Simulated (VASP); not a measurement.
# HgTe (zincblende type) (F-43m) in VASP: further runs

Runs on HgTe (zincblende type). Level: r2SCAN. Tasks: single point.

Everything below comes from runs of VASP 6.6.1. Logs are shortened: lines on timing, memory, paths and dates and some standing lists are left out, and cuts for length are marked.

## (1) The cell of the first run

The structure is cubic, space group F-43m (No. 216). Conventional cell: a = 5.384 Å, b = 5.384 Å, c = 5.384 Å, α = 90.00°, β = 90.00°, γ = 90.00°. Hg (site symmetry -43m) has 4 Te at 2.33 Å within 3.1 Å. Within 3.1 Å of Te (site symmetry -43m) lie 4 Hg at 2.33 Å.

## (2) Single point, r2SCAN (volume scaled by 0.55)

The input, POSCAR:

```
HgTe
1.0
    0.0000000000      2.6917743006      2.6917743006
    2.6917743006      0.0000000000      2.6917743006
    2.6917743006      2.6917743006      0.0000000000
Hg Te
1 1
Direct
    0.0000000000      0.0000000000      0.0000000000
    0.2500000000      0.2500000000      0.2500000000
```

The input, INCAR.step1:

```
PREC = Accurate
ENCUT = 520
ISMEAR = -1
SIGMA = 0.08
LREAL = False
LASPH = True
NELM = 60
NBANDS = 16
GGA = PE
ALGO = Normal
EDIFF = 1E-4
LWAVE = True
LCHARG = False
```

The input, INCAR.step2:

```
PREC = Accurate
ENCUT = 520
EDIFF = 1E-6
ISMEAR = -1
SIGMA = 0.08
LREAL = False
LASPH = True
NELM = 60
ALGO = Normal
ISIF = 2
LWAVE = False
LCHARG = False
METAGGA = R2SCAN
LMIXTAU = True
NBANDS = 16
ISTART = 1
```

The input, KPOINTS:

```
Automatic mesh
0
Gamma
  12 12 12
```

Potentials or basis: VASP PAW PBE potentials, release 64 (Hg, Te).

The run is started by

```
cat potpaw_PBE.64/Hg/POTCAR potpaw_PBE.64/Te/POTCAR > POTCAR
cp INCAR.step1 INCAR
mpirun -np 1 vasp_std > vasp.out
cp INCAR.step2 INCAR
mpirun -np 1 vasp_std > vasp.out
```

OUTCAR:

```text
PREC = Accurate
   ENCUT = 520
   EDIFF = 1E-6
   ISMEAR = -1
   LREAL = False
   LASPH = True
   NELM = 60
   ISIF = 2
   METAGGA = R2SCAN
   ISTART = 1

 ion  position               nearest neighbor table
   1  0.000  0.000  0.000-   2 2.33   2 2.33   2 2.33   2 2.33
   2  0.250  0.250  0.250-   1 2.33   1 2.33   1 2.33   1 2.33

  LATTYP: Found a face centered cubic cell.
 ALAT       =     5.3835486012

  Lattice vectors:

 A1 = (   0.0000000000,   2.6917743006,   2.6917743006)
 A2 = (   2.6917743006,   0.0000000000,   2.6917743006)
 A3 = (   2.6917743006,   2.6917743006,   0.0000000000)

Analysis of symmetry for initial positions (statically):
=====================================================================
 Subroutine PRICEL returns:
 Original cell was already a primitive cell.

 Routine SETGRP: Setting up the symmetry group for a
 face centered cubic supercell.

 Subroutine GETGRP returns: Found 24 space group operations
 (whereof 24 operations were pure point group operations)
 out of a pool of 48 trial point group operations.

The static configuration has the point symmetry T_d .

Analysis of symmetry for dynamics (positions and initial velocities):
=====================================================================
 Subroutine PRICEL returns:
 Original cell was already a primitive cell.

 Routine SETGRP: Setting up the symmetry group for a
 face centered cubic supercell.

 Subroutine GETGRP returns: Found 24 space group operations
 (whereof 24 operations were pure point group operations)
 out of a pool of 48 trial point group operations.

The dynamic configuration has the point symmetry T_d .

 Subroutine INISYM returns: Found 24 space group operations
 (whereof 24 operations are pure point group operations),
 and found     1 'primitive' translations

----------------------------------------------------------------------------------------

                                     Primitive cell

  volume of cell :      39.0073

  direct lattice vectors                    reciprocal lattice vectors
     0.000000000  2.691774301  2.691774301    -0.185751086  0.185751086  0.185751086
     2.691774301  0.000000000  2.691774301     0.185751086 -0.185751086  0.185751086
     2.691774301  2.691774301  0.000000000     0.185751086  0.185751086 -0.185751086

  length of vectors
     3.806743723  3.806743723  3.806743723     0.321730319  0.321730319  0.321730319

  position of ions in fractional coordinates (direct lattice)
     0.000000000  0.000000000  0.000000000
     0.250000000  0.250000000  0.250000000

  ion indices of the primitive-cell ions
   primitive index   ion index
                 1           1
                 2           2

----------------------------------------------------------------------------------------

 KPOINTS: Automatic mesh

Automatic generation of k-mesh.
 Grid dimensions read from file:
 generate k-points for:   12   12   12

 Generating k-lattice:

  Cartesian coordinates                     Fractional coordinates (reciprocal lattice)
    -0.015479257  0.015479257  0.015479257     0.083333333  0.000000000  0.000000000
     0.015479257 -0.015479257  0.015479257     0.000000000  0.083333333  0.000000000
     0.015479257  0.015479257 -0.015479257     0.000000000  0.000000000  0.083333333

  Length of vectors
     0.026810860  0.026810860  0.026810860

  Shift w.r.t. Gamma in fractional coordinates (k-lattice)
     0.000000000  0.000000000  0.000000000

 Subroutine IBZKPT returns following result:
 ===========================================

 Found     72 irreducible k-points:

 Following reciprocal coordinates:
            Coordinates               Weight
  0.000000  0.000000  0.000000      1.000000
  0.083333  0.000000  0.000000      8.000000
  0.166667  0.000000  0.000000      8.000000
  0.250000  0.000000  0.000000      8.000000
  0.333333  0.000000  0.000000      8.000000
  0.416667  0.000000  0.000000      8.000000
[... 16 lines left out ...]
  0.500000  0.166667  0.000000     24.000000
 -0.416667  0.166667  0.000000     24.000000
 [... further k-points ...]
   k-points           NKPTS =     72   k-points in BZ     NKDIM =     72   number of bands    NBANDS=     16
   number of dos      NEDOS =    301   number of ions     NIONS =      2
   total plane-waves  NPLWV =  21952
   dimension x,y,z NGX =    28 NGY =   28 NGZ =   28
   dimension x,y,z NGXF=    56 NGYF=   56 NGZF=   56
   ions per type =               1   1
   NGX,Y,Z   is equivalent  to a cutoff of  12.23, 12.23, 12.23 a.u.
   NGXF,Y,Z  is equivalent  to a cutoff of  24.46, 24.46, 24.46 a.u.
 SYSTEM =  unknown system
   PREC   = accura    normal or accurate (medium, high low for compatibility)
   ISTART =      1    job   : 0-new  1-cont  2-samecut
   ICHARG =      0    charge: 1-file 2-atom 10-const
   ISPIN  =      1    spin polarized calculation?
   LNONCOLLINEAR =      F non collinear calculations
   LSORBIT =      F    spin-orbit coupling
   LASPH  =      T    aspherical Exc in radial PAW
   ENCUT  =  520.0 eV  38.22 Ry    6.18 a.u.   7.08  7.08  7.08*2*pi/ulx,y,z
   NELM   =     60;   NELMIN=  2; NELMDL=  0     # of ELM steps
   EDIFF  = 0.1E-05   stopping-criterion for ELM
   LREAL  =      F    real-space projection
   EDIFFG = 0.1E-04   stopping-criterion for IOM
   NSW    =      0    number of steps for IOM
   IBRION =     -1    ionic relax: 0-MD 1-quasi-New 2-CG
   NFREE  =      0    steps in history (QN), initial steepest desc. (CG)
   ISIF   =      2    stress and relaxation
   ISYM   =      2    0-nonsym 1-usesym 2-fastsym
   POTIM  = 0.5000    time-step for ionic-motion
   TEBEG  =    0.0;   TEEND  =   0.0 temperature during run
   PSTRESS=    0.0 pullay stress
   NELECT =      18.0000    total number of electrons
   NUPDOWN=      -1.0000    fix difference up-down
   EMIN   =  10.00;   EMAX   =-10.00  energy-range for DOS
   EFERMI =   0.00;   METHOD = LEGACY
   ISMEAR =    -1;   SIGMA  =   0.08  broadening in eV -4-tet -1-fermi 0-gaus
   EFERMI_NEDOS =   21; number of points for ismear=-14 and -15
   IALGO  =     38    algorithm
   IMIX   =      4    mixing-type and parameters
     AMIX     =   0.40;   BMIX     =  1.00
     AMIX_MAG =   1.60;   BMIX_MAG =  1.00
  volume/ion in A,a.u.               =      19.50       131.62
  Fermi-wavevector in a.u.,A,eV,Ry     =   1.265077  2.390649 21.775040  1.600420
  Thomas-Fermi vector in A             =   2.398349
   LORBIT       =      0    0 simple, 1 ext, 2 COOP (PROOUT), +10 PAW based schemes
   METAGGA = R2SCAN    functional components
   LHFCALC =     F    Hartree Fock is set to
   AEXX    =    0.0000 exact exchange contribution
   IVDW    =     0    specifies the selected vdW correction
   LEPSILON=     F    determine dielectric tensor
   LRPA    =     F    only Hartree local field effects (RPA)
 non-spin polarized calculation
  energy-cutoff  :      520.00
  volume of cell :       39.01
 maximum number of plane-waves:      1067
   NGX = 15   NGY = 15   NGZ = 15

 number of electron      17.9999999 magnetization

 Free energy of the ion-electron system (eV)
  ---------------------------------------------------
  ext. energy  EPLUGINS =         0.00000000
  ---------------------------------------------------
  free energy    TOTEN  =       -69.10253966 eV

  energy without entropy =      -69.10215229  energy(sigma->0) =      -69.10234598

 E-fermi :  11.5169     XC(G=0): -12.2481

 val. band max:       11.3680983046   @ k =   0.0000   0.0000   0.0000
 cond. band min:      11.7612008151   @ k =   0.3333   0.3333   0.0000
 fundamental gap:      0.3931025105
 Fermi energy:        11.5168556813

 k-point     1 :       0.0000    0.0000    0.0000
  band No.  band energies     occupation
      1      -7.4917      2.00000
      2      -1.8010      2.00000
      3      -1.8010      2.00000
      4      -1.8010      2.00000
      5      -0.3015      2.00000
      6      -0.3015      2.00000
[... 8 lines left out ...]
     15      20.2635      0.00000
     16      20.2635      0.00000

 k-point     2 :       0.0833    0.0000    0.0000
  band No.  band energies     occupation
      1      -7.4016      2.00000
      2      -1.8040      2.00000
      3      -1.7719      2.00000
      4      -1.7719      2.00000
      5      -0.3095      2.00000
      6      -0.3095      2.00000
[... 8 lines left out ...]
     15      19.8663      0.00000
     16      19.8663      0.00000

 k-point     3 :       0.1667    0.0000    0.0000
  band No.  band energies     occupation
      1      -7.1464      2.00000
      2      -1.7879      2.00000
      3      -1.6958      2.00000
      4      -1.6958      2.00000
      5      -0.3247      2.00000
      6      -0.3247      2.00000
[... 8 lines left out ...]
     15      19.4598      0.00000
     16      19.4598      0.00000

 k-point     4 :       0.2500    0.0000    0.0000
  band No.  band energies     occupation
      1      -6.7763      2.00000
      2      -1.6790      2.00000
      3      -1.6022      2.00000
      4      -1.6022      2.00000
      5      -0.3255      2.00000
      6      -0.3255      2.00000
[... 8 lines left out ...]
     15      19.5736      0.00000
     16      19.5736      0.00000

 k-point     5 :       0.3333    0.0000    0.0000
  band No.  band energies     occupation
      1      -6.3825      2.00000
      2      -1.5257      2.00000
      3      -1.5257      2.00000
      4      -1.3660      2.00000
      5      -0.2963      2.00000
      6      -0.2963      2.00000
[... 8 lines left out ...]
     15      20.2722      0.00000
     16      20.2722      0.00000

 k-point     6 :       0.4167    0.0000    0.0000
  band No.  band energies     occupation
      1      -6.0835      2.00000
      2      -1.4839      2.00000
      3      -1.4838      2.00000
      4      -0.7376      2.00000
      5      -0.2516      2.00000
      6      -0.2516      2.00000
[... 8 lines left out ...]
     15      21.2519      0.00000
     16      21.2519      0.00000
[... 267 lines left out ...]
 k-point    21 :       0.3333    0.1667    0.0000
  band No.  band energies     occupation
      1      -6.3873      2.00000
      2      -1.8180      2.00000
      3      -1.3791      2.00000
      4      -1.3499      2.00000
      5      -0.3831      2.00000
      6      -0.2263      2.00000
[... 8 lines left out ...]
     15      20.9890      0.00000
     16      21.5646      0.00000

 k-point    22 :       0.4167    0.1667    0.0000
  band No.  band energies     occupation
      1      -6.0493      2.00000
      2      -1.6366      2.00000
      3      -1.3167      2.00000
      4      -1.1437      2.00000
      5      -0.2162      2.00000
      6      -0.2105      2.00000
[... 8 lines left out ...]
     15      22.2037      0.00000
     16      22.2360      0.00000

 k-point    23 :       0.5000    0.1667    0.0000
  band No.  band energies     occupation
      1      -5.8360      2.00000
      2      -1.5243      2.00000
      3      -1.2997      2.00000
      4      -0.7684      2.00000
      5      -0.2246      2.00000
      6       0.1322      2.00000
[... 8 lines left out ...]
     15      22.1896      0.00000
     16      22.5799      0.00000

 k-point    24 :      -0.4167    0.1667    0.0000
  band No.  band energies     occupation
      1      -5.8089      2.00000
      2      -1.4855      2.00000
      3      -1.3189      2.00000
      4      -0.5826      2.00000
      5      -0.2834      2.00000
      6       0.1572      2.00000
[... 8 lines left out ...]
     15      21.0799      0.00000
     16      21.6275      0.00000

 [... further k-points ...]
[... 5 lines left out ...]
  --------------------------------------------------------------------------------------
  -------------------------------------------------------------------------------------
  Total       26.7435998     26.7435998     26.7435998      0.0000000      0.0000000      0.0000000
  in kB     1098.4606999   1098.4606999   1098.4606999      0.0000000      0.0000000      0.0000000
  external PRESSURE =    1098.4606999 kB  Pullay stress =       0.0000000 kB

 VOLUME and BASIS-vectors are now :
 -----------------------------------------------------------------------------
  energy-cutoff  :      520.00
  volume of cell :       39.01
      direct lattice vectors                 reciprocal lattice vectors
     0.000000000  2.691774301  2.691774301    -0.185751086  0.185751086  0.185751086
     2.691774301  0.000000000  2.691774301     0.185751086 -0.185751086  0.185751086
     2.691774301  2.691774301  0.000000000     0.185751086  0.185751086 -0.185751086

 POSITION                                       TOTAL-FORCE (eV/Angst)
 -----------------------------------------------------------------------------------
      0.00000      0.00000      0.00000        -0.000000     -0.000000      0.000000
      1.34589      1.34589      1.34589         0.000000      0.000000     -0.000000
 -----------------------------------------------------------------------------------
    total drift:                               -0.000000     -0.000000     -0.000000

  FREE ENERGIE OF THE ION-ELECTRON SYSTEM (eV)
  ---------------------------------------------------
  free  energy   TOTEN  =       -69.1025396646 eV

  energy  without entropy=      -69.1021522868  energy(sigma->0) =      -69.10234598
```

Wall time 2.3 min (1 thread of Intel Xeon Platinum 8259CL at 2.50GHz (Skylake/Cascade Lake), shared host); peak memory 0.2 GiB.

What came out:

| Item | Value |
| --- | --- |
| Free energy | -69.1025 eV |
| Pressure | 109.8 GPa |
| Band gap on the k mesh | 0.39 eV, indirect (least direct gap 1.03 eV) |

Levels at points of the mesh, in eV from the valence-band top:
| k point | band 6 | band 7 | band 8 | band 9 | band 10 | band 11 | band 12 | band 13 |
| --- | --- | --- | --- | --- | --- | --- | --- | --- |
| (0.00, 0.00, 0.00) | -11.67 | 0.00 | 0.00 | 0.00 | 1.03 | 2.62 | 2.62 | 2.62 |
| (0.50, 0.00, 0.00) | -11.35 | -10.68 | -2.89 | -2.89 | 0.75 | 4.13 | 4.13 | 5.38 |
| (0.50, 0.50, 0.00) | -10.36 | -9.85 | -6.11 | -6.11 | 0.61 | 0.93 | 10.14 | 11.34 |

Caveat: the PAW data sets were made with another functional, which shifts forces and pressure a little; spin-orbit coupling is left out, which moves the levels of the heavy elements.

(Continued in part 2 of 3.)
